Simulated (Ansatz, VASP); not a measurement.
# Ti in VASP and in Ansatz

```
CELL_PARAMETERS angstrom
-1.64100 1.64100 1.64100
1.64100 -1.64100 1.64100
1.64100 1.64100 -1.64100
ATOMIC_POSITIONS crystal
Ti 0.00000 0.00000 0.00000
```

Alike in both runs: task relaxation of cell and atoms; functional PBEsol; k mesh 11 × 11 × 11; occupations fermi-dirac, width 0.05 eV; no spin polarisation.

|  | VASP | Ansatz |
| --- | --- | --- |
| version | VASP 6.6.1 | Ansatz 0.2.0 |
| potentials or method | VASP PAW PBE potentials, release 64 (Ti_sv), cutoff 600 eV | all-electron LAPW, scalar-relativistic |

Ansatz gave:

| Item | Value |
| --- | --- |
| relaxed volume (Å³/atom) | 16.52 |
| relaxed cell length with the largest relative difference (Å) | 2.779 |

Estimate VASP's values.

relaxed volume (Å³/atom): 16.48; relaxed cell length with the largest relative difference (Å): 2.777.

VASP's potentials were made for PBE, not for PBEsol. Ansatz ran all-electron here, and VASP with PAW potentials.
